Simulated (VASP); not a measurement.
# SiRh12 in VASP: single point with PBE

Aim: the single point of SiRh12 with PBE.

All numbers are computed with VASP 6.6.1; they aren't measurements. Logs are shortened: lines on timing, memory, paths and dates and some standing lists are left out, and cuts for length are marked.

## (1) The cell of the first run

The cell holds a slab with vacuum, 13 atoms: a = 5.417 Å, b = 5.417 Å, c = 19.174 Å, α = 90.00°, β = 90.00°, γ = 90.00°.

## (2) Single point, PBE

File INCAR:

```
SYSTEM = SiRh12
ALGO = Normal
DIPOL = 0.5 0.5 0.320
EDIFF = 1E-7
ENCUT = 520
GGA = PE
IDIPOL = 3
ISIF = 2
ISMEAR = 0
LASPH = .TRUE.
LCHARG = .FALSE.
LDIPOL = .TRUE.
LREAL = .FALSE.
LWAVE = .FALSE.
NBANDS = 104
NELM = 60
PREC = Accurate
SIGMA = 0.1
```

File KPOINTS:

```
k-points
0
G
  5 5 1
  0 0 0
```

File POSCAR:

```
SiRh12
1.0
    5.4165863251      0.0000000000      0.0000000000
    0.0000000000      5.4165863251      0.0000000000
    0.0000000000      0.0000000000     19.1737394690
Rh Si
12 1
Direct
    0.2500000000      0.2500000000      0.2086186686
    0.2500000000      0.7500000000      0.2086186686
    0.7500000000      0.2500000000      0.2086186686
    0.7500000000      0.7500000000      0.2086186686
    0.0000000000      0.0000000000      0.3044995961
    0.0000000000      0.5000000000      0.3044995961
    0.5000000000      0.0000000000      0.3044995961
    0.5000000000      0.5000000000      0.3044995961
    0.2500000000      0.2500000000      0.4002213278
    0.2500000000      0.7500000000      0.4002213278
    0.7500000000      0.2500000000      0.4002213278
    0.7500000000      0.7500000000      0.4002213278
    0.3333333333      0.3333333333      0.5065793460
```

Potentials or basis: VASP PAW PBE potentials, release 64 (Rh_pv, Si).

The run is started by

```console
$ cat potpaw_PBE.64/Rh_pv/POTCAR potpaw_PBE.64/Si/POTCAR > POTCAR
$ mpirun -np 1 vasp_std > vasp.out
```

OUTCAR:

```text
SYSTEM = SiRh12
   EDIFF = 1E-7
   ENCUT = 520
   GGA = PE
   ISIF = 2
   ISMEAR = 0
   LASPH = .TRUE.
   LREAL = .FALSE.
   NELM = 60
   PREC = Accurate

 ion  position               nearest neighbor table
   1  0.250  0.250  0.209-   5 2.65   6 2.65   7 2.65   8 2.65   2 2.71   3 2.71   2 2.71   3 2.71

   2  0.250  0.750  0.209-   5 2.65   6 2.65   7 2.65   8 2.65   1 2.71   4 2.71   1 2.71   4 2.71

   3  0.750  0.250  0.209-   5 2.65   6 2.65   7 2.65   8 2.65   1 2.71   4 2.71   4 2.71   1 2.71
[... 4 lines left out ...]
                             6 2.71   7 2.71   6 2.71   7 2.71
   6  0.000  0.500  0.304-   9 2.65  10 2.65  11 2.65  12 2.65   1 2.65   2 2.65   3 2.65   4 2.65
                             5 2.71   8 2.71   5 2.71   8 2.71
   7  0.500  0.000  0.304-   9 2.65  10 2.65  11 2.65  12 2.65   1 2.65   2 2.65   3 2.65   4 2.65
                             5 2.71   8 2.71   8 2.71   5 2.71
   8  0.500  0.500  0.304-   9 2.65  10 2.65  11 2.65  12 2.65   1 2.65   2 2.65   3 2.65   4 2.65
                             6 2.71   7 2.71   7 2.71   6 2.71
   9  0.250  0.250  0.400-  13 2.14   6 2.65   7 2.65   8 2.65   5 2.65  11 2.71  10 2.71  10 2.71
                            11 2.71
  10  0.250  0.750  0.400-   5 2.65   6 2.65   7 2.65   8 2.65   9 2.71  12 2.71   9 2.71  12 2.71
                            13 3.08
  11  0.750  0.250  0.400-   5 2.65   6 2.65   7 2.65   8 2.65   9 2.71  12 2.71  12 2.71   9 2.71
                            13 3.08
  12  0.750  0.750  0.400-   5 2.65   6 2.65   7 2.65   8 2.65  10 2.71  11 2.71  11 2.71  10 2.71

  13  0.333  0.333  0.507-   9 2.14  10 3.08  11 3.08

  LATTYP: Found a simple tetragonal cell.
 ALAT       =     5.4165863251
 C/A-ratio  =     3.5398197902

  Lattice vectors:

 A1 = (   5.4165863251,   0.0000000000,   0.0000000000)
 A2 = (   0.0000000000,   5.4165863251,   0.0000000000)
 A3 = (   0.0000000000,   0.0000000000,  19.1737394690)

Analysis of symmetry for initial positions (statically):
=====================================================================
 Subroutine PRICEL returns:
 Original cell was already a primitive cell.

 Routine SETGRP: Setting up the symmetry group for a
 simple tetragonal supercell.

 Subroutine GETGRP returns: Found  2 space group operations
 (whereof  2 operations were pure point group operations)
 out of a pool of 16 trial point group operations.

The static configuration has the point symmetry C_1h.

Analysis of symmetry for dynamics (positions and initial velocities):
=====================================================================
 Subroutine PRICEL returns:
 Original cell was already a primitive cell.

 Routine SETGRP: Setting up the symmetry group for a
 simple tetragonal supercell.

 Subroutine GETGRP returns: Found  2 space group operations
 (whereof  2 operations were pure point group operations)
 out of a pool of 16 trial point group operations.

The dynamic configuration has the point symmetry C_1h.

 Subroutine INISYM returns: Found  2 space group operations
 (whereof  2 operations are pure point group operations),
 and found     1 'primitive' translations

----------------------------------------------------------------------------------------

                                     Primitive cell

  volume of cell :     562.5462

  direct lattice vectors                    reciprocal lattice vectors
     5.416586325  0.000000000  0.000000000     0.184618123  0.000000000  0.000000000
     0.000000000  5.416586325  0.000000000     0.000000000  0.184618123  0.000000000
     0.000000000  0.000000000 19.173739469     0.000000000  0.000000000  0.052154667

  length of vectors
     5.416586325  5.416586325 19.173739469     0.184618123  0.184618123  0.052154667

  position of ions in fractional coordinates (direct lattice)
     0.250000000  0.250000000  0.208618669
     0.250000000  0.750000000  0.208618669
     0.750000000  0.250000000  0.208618669
     0.750000000  0.750000000  0.208618669
     0.000000000  0.000000000  0.304499596
     0.000000000  0.500000000  0.304499596
     0.500000000  0.000000000  0.304499596
     0.500000000  0.500000000  0.304499596
     0.250000000  0.250000000  0.400221328
     0.250000000  0.750000000  0.400221328
[... 36 lines left out ...]
     0.036923625  0.036923625  0.052154667

  Shift w.r.t. Gamma in fractional coordinates (k-lattice)
     0.000000000  0.000000000  0.000000000

 Subroutine IBZKPT returns following result:
 ===========================================

 Found      9 irreducible k-points:

 Following reciprocal coordinates:
            Coordinates               Weight
  0.000000  0.000000  0.000000      1.000000
  0.200000  0.000000  0.000000      4.000000
  0.400000  0.000000  0.000000      4.000000
  0.200000  0.200000  0.000000      2.000000
 -0.200000  0.200000  0.000000      2.000000
  0.400000  0.200000  0.000000      4.000000
 -0.200000  0.400000  0.000000      4.000000
  0.400000  0.400000  0.000000      2.000000
 -0.400000  0.400000  0.000000      2.000000
   k-points           NKPTS =      9   k-points in BZ     NKDIM =      9   number of bands    NBANDS=    104
   number of dos      NEDOS =    301   number of ions     NIONS =     13
   total plane-waves  NPLWV = 230400
   dimension x,y,z NGX =    40 NGY =   40 NGZ =  144
   dimension x,y,z NGXF=    80 NGYF=   80 NGZF=  288
   ions per type =              12   1
   NGX,Y,Z   is equivalent  to a cutoff of  12.28, 12.28, 12.49 a.u.
   NGXF,Y,Z  is equivalent  to a cutoff of  24.55, 24.55, 24.97 a.u.
 SYSTEM =  SiRh12
   PREC   = accura    normal or accurate (medium, high low for compatibility)
   ISTART =      0    job   : 0-new  1-cont  2-samecut
   ICHARG =      2    charge: 1-file 2-atom 10-const
   ISPIN  =      1    spin polarized calculation?
   LNONCOLLINEAR =      F non collinear calculations
   LSORBIT =      F    spin-orbit coupling
   LASPH  =      T    aspherical Exc in radial PAW
   ENCUT  =  520.0 eV  38.22 Ry    6.18 a.u.  10.07 10.07 35.65*2*pi/ulx,y,z
   NELM   =     60;   NELMIN=  2; NELMDL= -5     # of ELM steps
   EDIFF  = 0.1E-06   stopping-criterion for ELM
   LREAL  =      F    real-space projection
   EDIFFG = 0.1E-05   stopping-criterion for IOM
   NSW    =      0    number of steps for IOM
   IBRION =     -1    ionic relax: 0-MD 1-quasi-New 2-CG
   NFREE  =      0    steps in history (QN), initial steepest desc. (CG)
   ISIF   =      2    stress and relaxation
   ISYM   =      2    0-nonsym 1-usesym 2-fastsym
   POTIM  = 0.5000    time-step for ionic-motion
   TEBEG  =    0.0;   TEEND  =   0.0 temperature during run
   PSTRESS=    0.0 pullay stress
   NELECT =     184.0000    total number of electrons
   NUPDOWN=      -1.0000    fix difference up-down
   EMIN   =  10.00;   EMAX   =-10.00  energy-range for DOS
   EFERMI =   0.00;   METHOD = LEGACY
   ISMEAR =     0;   SIGMA  =   0.10  broadening in eV -4-tet -1-fermi 0-gaus
   EFERMI_NEDOS =   21; number of points for ismear=-14 and -15
   IALGO  =     38    algorithm
   IMIX   =      4    mixing-type and parameters
     AMIX     =   0.40;   BMIX     =  1.00
     AMIX_MAG =   1.60;   BMIX_MAG =  1.00
  volume/ion in A,a.u.               =      43.27       292.02
  Fermi-wavevector in a.u.,A,eV,Ry     =   1.127963  2.131540 17.310689  1.272300
  Thomas-Fermi vector in A             =   2.264651
   LORBIT       =      0    0 simple, 1 ext, 2 COOP (PROOUT), +10 PAW based schemes
   GGA     = PE    functional components
   LHFCALC =     F    Hartree Fock is set to
   AEXX    =    0.0000 exact exchange contribution
   IVDW    =     0    specifies the selected vdW correction
   LEPSILON=     F    determine dielectric tensor
   LRPA    =     F    only Hartree local field effects (RPA)
 non-spin polarized calculation
 Gauss-broadening in eV      SIGMA  =   0.10
  energy-cutoff  :      520.00
  volume of cell :      562.55
 maximum number of plane-waves:     15180
   NGX = 21   NGY = 21   NGZ = 71

 dipolmoment           0.000000      0.000000      0.050687 electrons x Angstroem

 number of electron     184.0000092 magnetization

 dipolmoment           0.000000      0.000000     -0.043962 electrons x Angstroem

 Free energy of the ion-electron system (eV)
  ---------------------------------------------------
  ext. energy  EPLUGINS =         0.00000000
  ---------------------------------------------------
  free energy    TOTEN  =       -84.09712634 eV

  energy without entropy =      -84.00908030  energy(sigma->0) =      -84.05310332

 E-fermi :   0.4469     XC(G=0):  -5.5702

 val. band max:        0.4423839675   @ k =   0.2000   0.0000   0.0000
 cond. band min:       0.4697588670   @ k =   0.0000   0.0000   0.0000
 fundamental gap:      0.0273748995
 Fermi energy:         0.4469100953

 k-point     1 :       0.0000    0.0000    0.0000
  band No.  band energies     occupation
      1     -46.5863      2.00000
      2     -46.5386      2.00000
      3     -46.4970      2.00000
      4     -46.4945      2.00000
      5     -46.4276      2.00000
      6     -46.3878      2.00000
[... 952 lines left out ...]
    103       1.5417      0.00000
    104       1.9198      0.00000

------------------------ aborting loop because EDIFF is reached ----------------------------------------

 vacuum level on the upper side and lower side of the slab       (xc-potential included)        -0.267         0.032

  FORCE on cell =-STRESS in cart. coord.  units (eV):
  Direction    XX          YY          ZZ          XY          YZ          ZX
  --------------------------------------------------------------------------------------
  -------------------------------------------------------------------------------------
  Total       -6.4234539     -6.4234539      1.3043567      0.4001790      1.4742915      1.4742916
  in kB      -18.2945208    -18.2945208      3.7149142      1.1397425      4.1989024      4.1989027
  external PRESSURE =     -10.9580425 kB  Pullay stress =       0.0000000 kB

 VOLUME and BASIS-vectors are now :
 -----------------------------------------------------------------------------
  energy-cutoff  :      520.00
  volume of cell :      562.55
      direct lattice vectors                 reciprocal lattice vectors
     5.416586325  0.000000000  0.000000000     0.184618123  0.000000000  0.000000000
     0.000000000  5.416586325  0.000000000     0.000000000  0.184618123  0.000000000
     0.000000000  0.000000000 19.173739469     0.000000000  0.000000000  0.052154667

 POSITION                                       TOTAL-FORCE (eV/Angst)
 -----------------------------------------------------------------------------------
      1.35415      1.35415      4.00000        -0.001377     -0.001377      0.045503
      1.35415      4.06244      4.00000         0.025227     -0.014433     -0.038552
      4.06244      1.35415      4.00000        -0.014433      0.025227     -0.038552
      4.06244      4.06244      4.00000        -0.048488     -0.048488     -0.271774
      0.00000      0.00000      5.83840        -0.097568     -0.097568     -0.112071
      0.00000      2.70829      5.83840        -0.002852      0.009964      0.032221
      2.70829      0.00000      5.83840         0.009964     -0.002852      0.032221
      2.70829      2.70829      5.83840         0.010460      0.010460     -0.074885
      1.35415      1.35415      7.67374        -0.242681     -0.242681     -0.646701
      1.35415      4.06244      7.67374         0.056849     -0.250700      0.501457
      4.06244      1.35415      7.67374        -0.250700      0.056849      0.501457
      4.06244      4.06244      7.67374        -0.025240     -0.025240      0.031653
      1.80553      1.80553      9.71302         0.580838      0.580838      0.038022
 -----------------------------------------------------------------------------------
    total drift:                                0.000158      0.000158      0.000035

  FREE ENERGIE OF THE ION-ELECTRON SYSTEM (eV)
  ---------------------------------------------------
  free  energy   TOTEN  =       -84.0971263368 eV

  energy  without entropy=      -84.0090802985  energy(sigma->0) =      -84.05310332

 vacuum level on the upper side and lower side of the slab         5.006         5.310
```

Run time: 43 min. Hardware: 1 thread of Intel Xeon 8259CL, shared host; peak memory 0.69 GiB.

Results:

```
Free energy            : -84.0971 eV
Largest force          : 0.822 eV/Å
Band gap on the k mesh : zero (bands 92 and 93 overlap by 0.79 eV)
```

Forces in eV/Å, atoms in the order of the input:
```
Rh  -0.001 -0.001  0.046
Rh   0.025 -0.014 -0.039
Rh  -0.014  0.025 -0.039
Rh  -0.048 -0.048 -0.272
Rh  -0.098 -0.098 -0.112
Rh  -0.003  0.010  0.032
Rh   0.010 -0.003  0.032
Rh   0.010  0.010 -0.075
Rh  -0.243 -0.243 -0.647
Rh   0.057 -0.251  0.501
Rh  -0.251  0.057  0.501
Rh  -0.025 -0.025  0.032
Si   0.581  0.581  0.038
```

Levels at points of the mesh, in eV from the Fermi level:
| k point | band 90 | band 91 | band 92 | band 93 | band 94 | band 95 | band 96 | band 97 |
| --- | --- | --- | --- | --- | --- | --- | --- | --- |
| (0.00, 0.00, 0.00) | 0.34 | 0.36 | 0.43 | 0.52 | 0.54 | 0.65 | 0.67 | 0.67 |

The gap in the log of VASP goes by the Fermi energy; the results here count the filled bands.